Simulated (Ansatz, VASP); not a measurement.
## Two plane-wave programs on Si

The input INCAR:

```
SYSTEM = Si
ALGO = Normal ; EDIFF = 1E-6
ENCUT = 500 ; GGA = PE
GGA_COMPAT = .FALSE. ; ISIF = 2
ISMEAR = 0 ; LASPH = .TRUE.
LCHARG = .TRUE. ; LELF = .TRUE.
LREAL = .FALSE. ; LVHAR = .TRUE.
LWAVE = .FALSE. ; NBANDS = 11
NELM = 120 ; PREC = Accurate
SIGMA = 0.01
```

File KPOINTS:

```
k-points
0
G
  4 4 4
  0 0 0
```

Contents of POSCAR:

```
Si
1.0
    0.0000000000      2.7687586200      2.7687586200
    2.7687586200      0.0000000000      2.7687586200
    2.7687586200      2.7687586200      0.0000000000
Si
2
Direct
    0.0000000000      0.0000000000      0.0000000000
    0.2500000000      0.2500000000      0.2500000000
```

Input for Ansatz:

```yaml
crystal:
  lattice:
    - [0.0, 2.76875862, 2.76875862]
    - [2.76875862, 0.0, 2.76875862]
    - [2.76875862, 2.76875862, 0.0]
  atoms:
    - { symbol: Si, position: [0.0, 0.0, 0.0] }
    - { symbol: Si, position: [0.25, 0.25, 0.25] }
basis:
  precision: f64
  xc_grid: 2
  ecutwfc: 700
  ecutrho_ratio: 4
kpoints:
  mp_grid: { grid: [4, 4, 4], shift: [0, 0, 0] }
hamiltonian:
  xc: pbe
  dispersion: none
  pseudopotentials:
    kind: paw
    azcp:
      Si: "pseudopotentials/Si.paw.azcp"
magnetization:
  spin_polarized: false
scf:
  lower_state_search: "off"
  max_iter: 200
  occupations: { method: fixed }
  convergence: { dr2_threshold: "1e-10 eV" }
output:
  forces: true
  stress: true
  eigenvalues: true
```

Alike in both runs: task single point; functional PBE; k mesh 4 × 4 × 4; no spin polarisation.

```csv
,VASP,Ansatz
version,VASP 6.6.1,Ansatz 0.2.0-dev
potentials or method,"VASP PAW PBE potentials, release 64 (Si), cutoff 500 eV",hard PAW set made for 700 eV
occupations,"gaussian, width 0.01 eV",fixed
```

```tsv
	VASP	Ansatz	Ansatz less VASP
gap on the k mesh at the Fermi level (eV)	0.80	0.80	-0.001
```

The k mesh is coarse, so the values compare programs but aren't converged.
